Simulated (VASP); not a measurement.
# LuTiF3 (Pm-3m) in VASP: further runs

Runs on LuTiF3. Level: PBE. Tasks: single point, relaxation of cell and atoms.

Everything below comes from runs of VASP 6.6.1. Logs are shortened: lines on timing, memory, paths and dates and some standing lists are left out, and cuts for length are marked.

**1. The cell of the first run**

It takes space group Pm-3m (No. 221, cubic). Conventional cell: a = 4.147 Å, b = 4.147 Å, c = 4.147 Å, α = 90.00°, β = 90.00°, γ = 90.00°. Lu (site symmetry m-3m) has 12 F at 2.93 Å and 8 Ti at 3.59 Å within 3.9 Å. Within 2.7 Å of Ti (site symmetry m-3m) lie 6 F at 2.07 Å. F (site symmetry 4/mmm) has 2 Ti at 2.07 Å within 2.7 Å.

**2. Single point, PBE, collinear spin, ferromagnetic start**

Input file INCAR:

```
PREC = Accurate
ENCUT = 520
EDIFF = 1E-6
ISMEAR = 0
SIGMA = 0.1
LREAL = False
LASPH = True
NELM = 150
ALGO = Normal
ISIF = 2
LWAVE = False
LCHARG = False
ISPIN = 2
MAGMOM = 0 1 0 0 0
LORBIT = 11
LMAXMIX = 4
GGA = PE
NBANDS = 41
```

Input file KPOINTS:

```
regular mesh
0
Gamma
  4 4 4
```

Input file POSCAR:

```
LuTiF3
1.0
    4.1471310800      0.0000000000      0.0000000000
    0.0000000000      4.1471310800      0.0000000000
    0.0000000000      0.0000000000      4.1471310800
Lu Ti F
1 1 3
Direct
    0.0000000000      0.0000000000      0.0000000000
    0.5000000000      0.5000000000      0.5000000000
    0.0000000000      0.5000000000      0.5000000000
    0.5000000000      0.0000000000      0.5000000000
    0.5000000000      0.5000000000      0.0000000000
```

Potentials or basis: VASP PAW PBE potentials, release 64 (Lu, Ti_sv, F).

Command:

```sh
> cat potpaw_PBE.64/Lu/POTCAR potpaw_PBE.64/Ti_sv/POTCAR potpaw_PBE.64/F/POTCAR > POTCAR
> mpirun -np 1 vasp_std > vasp.out
```

OUTCAR:

```text
PREC = Accurate
   ENCUT = 520
   EDIFF = 1E-6
   ISMEAR = 0
   LREAL = False
   LASPH = True
   NELM = 150
   ISIF = 2
   ISPIN = 2
   LORBIT = 11
   GGA = PE

 ion  position               nearest neighbor table
   1  0.000  0.000  0.000-
   2  0.500  0.500  0.500-   3 2.07   4 2.07   5 2.07   5 2.07   4 2.07   3 2.07
   3  0.000  0.500  0.500-   2 2.07   2 2.07
   4  0.500  0.000  0.500-   2 2.07   2 2.07
   5  0.500  0.500  0.000-   2 2.07   2 2.07

  LATTYP: Found a simple cubic cell.
 ALAT       =     4.1471310800

  Lattice vectors:

 A1 = (   4.1471310800,   0.0000000000,   0.0000000000)
 A2 = (   0.0000000000,   4.1471310800,   0.0000000000)
 A3 = (   0.0000000000,   0.0000000000,   4.1471310800)

Analysis of symmetry for initial positions (statically):
=====================================================================
 Subroutine PRICEL returns:
 Original cell was already a primitive cell.

 Routine SETGRP: Setting up the symmetry group for a
 simple cubic supercell.

 Subroutine GETGRP returns: Found 48 space group operations
 (whereof 48 operations were pure point group operations)
 out of a pool of 48 trial point group operations.

The static configuration has the point symmetry O_h .

Analysis of symmetry for dynamics (positions and initial velocities):
=====================================================================
 Subroutine PRICEL returns:
 Original cell was already a primitive cell.

 Routine SETGRP: Setting up the symmetry group for a
 simple cubic supercell.

 Subroutine GETGRP returns: Found 48 space group operations
 (whereof 48 operations were pure point group operations)
 out of a pool of 48 trial point group operations.

The dynamic configuration has the point symmetry O_h .

Analysis of structural, dynamic, and magnetic symmetry:
=====================================================================
 Subroutine PRICEL returns:
 Original cell was already a primitive cell.

 Routine SETGRP: Setting up the symmetry group for a
 simple cubic supercell.

 Subroutine GETGRP returns: Found 48 space group operations
 (whereof 48 operations were pure point group operations)
 out of a pool of 48 trial point group operations.

The overall configuration has the point symmetry O_h .
[... 117 lines left out ...]
   AEXX    =    0.0000 exact exchange contribution
   IVDW    =     0    specifies the selected vdW correction
   LEPSILON=     F    determine dielectric tensor
   LRPA    =     F    only Hartree local field effects (RPA)
 spin polarized calculation
 Gauss-broadening in eV      SIGMA  =   0.10
  energy-cutoff  :      520.00
  volume of cell :       71.33
 maximum number of plane-waves:      1936
 NGX is ok and might be reduce to    32
   NGX = 15   NGY = 15   NGZ = 15

 number of electron      58.0000007 magnetization       2.9982322

 Free energy of the ion-electron system (eV)
  ---------------------------------------------------
  ext. energy  EPLUGINS =         0.00000000
  ---------------------------------------------------
  free energy    TOTEN  =       -27.59483304 eV

  energy without entropy =      -27.57418689  energy(sigma->0) =      -27.58450997

 E-fermi :   6.1316     XC(G=0): -10.7611

 val. band max:        6.1276225938   @ k =   0.5000   0.5000   0.5000
 cond. band min:       6.1536401683   @ k =   0.2500   0.2500   0.0000
 fundamental gap:      0.0260175745
 Fermi energy:         6.1316112429

 spin component 1

 k-point     1 :       0.0000    0.0000    0.0000
  band No.  band energies     occupation
      1     -52.6729      1.00000
      2     -52.0645      1.00000
      3     -28.4557      1.00000
      4     -28.4557      1.00000
      5     -28.4557      1.00000
      6     -23.3331      1.00000
[... 429 lines left out ...]
     40      11.0129      0.00000
     41      11.0129      0.00000
 Fermi energy:         6.1316112429

 spin component 2

 k-point     1 :       0.0000    0.0000    0.0000
  band No.  band energies     occupation
      1     -52.4848      1.00000
      2     -50.4884      1.00000
      3     -26.8845      1.00000
      4     -26.8845      1.00000
      5     -26.8845      1.00000
      6     -23.0426      1.00000
[... 429 lines left out ...]
     40      11.8443      0.00000
     41      11.8443      0.00000

------------------------ aborting loop because EDIFF is reached ----------------------------------------

  FORCE on cell =-STRESS in cart. coord.  units (eV):
  Direction    XX          YY          ZZ          XY          YZ          ZX
  --------------------------------------------------------------------------------------
  -------------------------------------------------------------------------------------
  Total        3.4093242      3.4093242      3.4093242     -0.0000000     -0.0000000     -0.0000000
  in kB       76.5835677     76.5835677     76.5835677     -0.0000000     -0.0000000     -0.0000000
  external PRESSURE =      76.5835677 kB  Pullay stress =       0.0000000 kB

 VOLUME and BASIS-vectors are now :
 -----------------------------------------------------------------------------
  energy-cutoff  :      520.00
  volume of cell :       71.33
      direct lattice vectors                 reciprocal lattice vectors
     4.147131080  0.000000000  0.000000000     0.241130550  0.000000000  0.000000000
     0.000000000  4.147131080  0.000000000     0.000000000  0.241130550  0.000000000
     0.000000000  0.000000000  4.147131080     0.000000000  0.000000000  0.241130550

 POSITION                                       TOTAL-FORCE (eV/Angst)
 -----------------------------------------------------------------------------------
      0.00000      0.00000      0.00000         0.000000      0.000000      0.000000
      2.07357      2.07357      2.07357         0.000000      0.000000      0.000000
      0.00000      2.07357      2.07357         0.000000      0.000000      0.000000
      2.07357      0.00000      2.07357         0.000000      0.000000      0.000000
      2.07357      2.07357      0.00000         0.000000      0.000000      0.000000
 -----------------------------------------------------------------------------------
    total drift:                                0.000000     -0.000000     -0.000000

  FREE ENERGIE OF THE ION-ELECTRON SYSTEM (eV)
  ---------------------------------------------------
  free  energy   TOTEN  =       -27.5948330431 eV

  energy  without entropy=      -27.5741868907  energy(sigma->0) =      -27.58450997

 total charge

# of ion       s       p       d       f       tot
--------------------------------------------------
    1        2.404   5.974   0.613  13.982  22.972
    2        2.118   6.099   2.065   0.000  10.282
    3        1.751   4.344   0.000   0.000   6.095
    4        1.751   4.344   0.000   0.000   6.095
    5        1.751   4.344   0.000   0.000   6.095
--------------------------------------------------
tot          9.774  25.104   2.678  13.982  51.539

 magnetization (x)

# of ion       s       p       d       f       tot
--------------------------------------------------
    1        0.097   0.008   0.431   0.003   0.539
    2        0.009   0.013   1.607   0.000   1.629
    3        0.005   0.038   0.000   0.000   0.044
    4        0.005   0.038   0.000   0.000   0.044
    5        0.005   0.038   0.000   0.000   0.044
--------------------------------------------------
tot          0.122   0.136   2.037   0.003   2.298
```

stdout:

```text
POSCAR found type information on POSCAR LuTiF
 POSCAR found :  3 types and       5 ions
 scaLAPACK will be used
 LDA part: xc-table for (Slater+PW92), standard interpolation
 POSCAR, INCAR and KPOINTS ok, starting setup
 FFT: planning ... GRIDC
 FFT: planning ... GRID_SOFT
 FFT: planning ... GRID
 WAVECAR not read
 entering main loop
```

Run time: 54 s. Hardware: 1 thread of Intel Xeon Platinum 8375C at 2.90GHz (Ice Lake), shared host; peak memory 0.23 GiB.

What came out:

```yaml
Free_energy: -27.5948 eV
Pressure: 7.7 GPa
Net_moment: 3.00 μB per cell
Site_moments: Lu +0.54; Ti +1.63; F +0.04 μB
Valence_electrons_inside_the_program's_atomic_spheres: Lu 22.97; Ti 10.28; F 6.09
```

Caveat: the k points lie up to 0.38 Å⁻¹ apart; spin-orbit coupling is left out, which moves the levels of the heavy elements; semilocal functionals often make such compounds metallic where correlation or magnetic order opens a gap, which also shifts bond lengths.

**3. Single point, PBE, collinear spin, ferromagnetic start**

This run uses another cell than the first one, of 15.62 Å³/atom, 1.095 times its volume.

Input file INCAR:

```
ALGO = Normal
EDIFF = 1E-6
ENCUT = 520
GGA = PE
ISIF = 2
ISMEAR = 0
ISPIN = 2
LASPH = T
LCHARG = F
LMAXMIX = 4
LORBIT = 11
LREAL = F
LWAVE = F
MAGMOM = 0 1 0 0 0
NBANDS = 41
NELM = 150
PREC = Accurate
SIGMA = 0.1
```

Input file KPOINTS:

```
k-points
0
Gamma
  4 4 4
```

Changes to POSCAR since step 2:

```diff
@@ -2,5 +2,5 @@
 1.0
-    4.1471310800      0.0000000000      0.0000000000
-    0.0000000000      4.1471310800      0.0000000000
-    0.0000000000      0.0000000000      4.1471310800
+    4.2747219519      0.0000000000      0.0000000000
+    0.0000000000      4.2747219519      0.0000000000
+    0.0000000000      0.0000000000      4.2747219519
 Lu Ti F
```

Potentials or basis: VASP PAW PBE potentials, release 64 (Lu, Ti_sv, F).

Command:

```sh
> cat potpaw_PBE.64/Lu/POTCAR potpaw_PBE.64/Ti_sv/POTCAR potpaw_PBE.64/F/POTCAR > POTCAR
> mpirun -np 1 vasp_std > vasp.out
```

Wall time 65 s (1 thread of Intel Xeon Platinum 8375C at 2.90GHz (Ice Lake), shared host); peak memory 0.24 GiB.

Results (log left out):

```
Free energy                                           : -27.7535 eV
Pressure                                              : 0.1 GPa
Net moment                                            : 2.78 μB per cell
Site moments                                          : Lu +0.41; Ti +1.63; F +0.03 μB
Valence electrons inside the program's atomic spheres : Lu 22.90; Ti 10.18; F 6.08
```

Levels at points of the mesh, in eV from the Fermi level:
Spin up:
```csv
k point,band 27,band 28,band 29,band 30,band 31,band 32,band 33,band 34
"(0.00, 0.00, 0.00)",-7.05,-3.32,-0.94,-0.94,-0.94,-0.65,-0.65,1.29
"(0.50, 0.00, 0.00)",-7.17,-1.09,-0.60,-0.05,-0.05,0.19,0.53,1.21
"(0.50, 0.50, 0.00)",-6.78,-0.17,-0.17,0.01,0.12,0.64,1.77,1.86
"(0.50, 0.50, 0.50)",-6.71,0.07,0.07,0.07,0.45,0.45,0.45,0.49
```
Spin down:
```
           k point  band 25  band 26  band 27  band 28  band 29  band 30  band 31  band 32
(0.00, 0.00, 0.00)    -6.99    -6.99    -6.99    -2.75    -0.18    -0.18     0.56     0.56
(0.50, 0.00, 0.00)    -7.27    -7.09    -7.09    -0.62     0.64     1.20     1.33     1.68
(0.50, 0.50, 0.00)    -7.35    -7.35    -6.67     0.65     0.67     1.27     1.27     1.70
(0.50, 0.50, 0.50)    -6.61    -6.61    -6.61     0.57     0.57     0.57     1.07     2.28
```

Caveat: the k points lie up to 0.37 Å⁻¹ apart; spin-orbit coupling is left out, which moves the levels of the heavy elements; semilocal functionals often make such compounds metallic where correlation or magnetic order opens a gap, which also shifts bond lengths.

**4. Relaxation of cell and atoms, PBE, collinear spin, ferromagnetic start**

Input file INCAR:

```
SYSTEM = LuTiF3
PREC     = Accurate       ! precision mode
ENCUT    = 600            ! plane-wave cutoff, eV
EDIFF    = 1E-6           ! SCF threshold, eV
ISMEAR   = 0              ! smearing method
SIGMA    = 0.1            ! smearing width, eV
LREAL    = .False.        ! projectors in reciprocal space
LASPH    = .True.         ! aspherical terms in the spheres
NELM     = 150            ! most SCF steps
ALGO     = Normal         ! electronic algorithm
ISIF     = 3              ! what is computed and relaxed
LWAVE    = .False.        ! write WAVECAR
LCHARG   = .False.        ! write CHGCAR
ISPIN    = 2              ! spin polarisation
MAGMOM   = 0 1 0 0 0      ! initial moments
LORBIT   = 11             ! projections on sites
LMAXMIX  = 4              ! l up to which the mixer works
GGA      = PE             ! functional
IBRION   = 2              ! ionic algorithm
NSW      = 90             ! ionic steps
EDIFFG   = -0.04          ! ionic threshold
```

Input file KPOINTS:

```
regular mesh
0
Gamma
  4 4 4
  0 0 0
```

Changes to POSCAR since step 3:

```diff
@@ -2,5 +2,5 @@
 1.0
-    4.2747219519      0.0000000000      0.0000000000
-    0.0000000000      4.2747219519      0.0000000000
-    0.0000000000      0.0000000000      4.2747219519
+    4.1471310800      0.0000000000      0.0000000000
+    0.0000000000      4.1471310800      0.0000000000
+    0.0000000000      0.0000000000      4.1471310800
 Lu Ti F
```

Command:

```sh
> cat potpaw_PBE.64/Lu/POTCAR potpaw_PBE.64/Ti_sv/POTCAR potpaw_PBE.64/F/POTCAR > POTCAR
> mpirun -np 1 vasp_std > vasp.out
```

Wall time 4.9 min (1 thread of AMD EPYC 7R13, shared host); peak memory 0.25 GiB.

Results (log left out):

* Free energy: -27.7461 eV
* Relaxed volume: 15.71 Å³/atom
* Relaxed cell: a = 4.283 Å, b = 4.283 Å, c = 4.283 Å, α = 90.00°, β = 90.00°, γ = 90.00°
* Space group after relaxing (to 0.05 Å): Pm-3m (No. 221)
* Energy gained by relaxing: 29.0 meV/atom
* Ionic steps: 2
* Pressure after relaxing: -0.1 GPa
* Net moment: 2.75 μB per cell
* Site moments: Lu +0.40; Ti +1.63; F +0.03 μB
* Valence electrons inside the program's atomic spheres: Lu 22.89; Ti 10.17; F 6.07

Step by step:
```
step  energy change (eV)  largest force (eV/Å)  pressure (GPa)  volume (Å³)
   1              0.0000                0.0000            7.61        71.33
   2             -0.1448                0.0000           -0.13        78.55
```

Final structure:
```
CELL_PARAMETERS angstrom
4.28274 0.00000 0.00000
0.00000 4.28274 0.00000
0.00000 0.00000 4.28274
ATOMIC_POSITIONS crystal
Lu 0.00000 0.00000 0.00000
Ti 0.50000 0.50000 0.50000
F 0.00000 0.50000 0.50000
F 0.50000 0.00000 0.50000
F 0.50000 0.50000 0.00000
```

Levels at points of the mesh, in eV from the Fermi level:
Spin up:
| k point | band 28 | band 29 | band 30 | band 31 | band 32 | band 33 |
| --- | --- | --- | --- | --- | --- | --- |
| (0.00, 0.00, 0.00) | -3.30 | -0.93 | -0.93 | -0.93 | -0.63 | -0.63 |
| (0.50, 0.00, 0.00) | -1.08 | -0.59 | -0.05 | -0.05 | 0.20 | 0.53 |
| (0.50, 0.50, 0.00) | -0.17 | -0.17 | 0.01 | 0.13 | 0.65 | 1.78 |
| (0.50, 0.50, 0.50) | 0.09 | 0.09 | 0.09 | 0.44 | 0.44 | 0.44 |
Spin down:
```tsv
k point	band 25	band 26	band 27	band 28	band 29	band 30	band 31	band 32
(0.00, 0.00, 0.00)	-6.95	-6.95	-6.95	-2.75	-0.17	-0.17	0.57	0.57
(0.50, 0.00, 0.00)	-7.26	-7.06	-7.06	-0.63	0.63	1.18	1.33	1.67
(0.50, 0.50, 0.00)	-7.34	-7.34	-6.64	0.64	0.65	1.27	1.27	1.69
(0.50, 0.50, 0.50)	-6.58	-6.58	-6.58	0.57	0.57	0.57	1.04	2.27
```

Caveat: the k points lie up to 0.37 Å⁻¹ apart in the final cell; spin-orbit coupling is left out, which moves the levels of the heavy elements; semilocal functionals often make such compounds metallic where correlation or magnetic order opens a gap, which also shifts bond lengths.

**5. The runs side by side**

```tsv
task	cell	cutoff (eV)	gap on the mesh (eV)	pressure (GPa)	moment (μB)
single point	a = 4.147 Å, 5 atoms	520	none	7.7	3.00
single point	a = 4.275 Å, 5 atoms	520	none	0.1	2.78
relaxation of cell and atoms	relaxed from a = 4.147 Å, 5 atoms	600	none	-0.1	2.75
```

Alike in all rows: level PBE; potentials or basis VASP PAW PBE potentials, release 64 (Lu, Ti_sv, F); spin collinear, ferromagnetic start; k mesh 4 × 4 × 4; smearing gaussian 0.1 eV.

Caveats: all runs use coarse meshes; spin-orbit coupling is left out, which moves the levels of the heavy elements; semilocal functionals often make such compounds metallic where correlation or magnetic order opens a gap, which also shifts bond lengths.

Absolute energies hang on the potentials; compare differences alone.
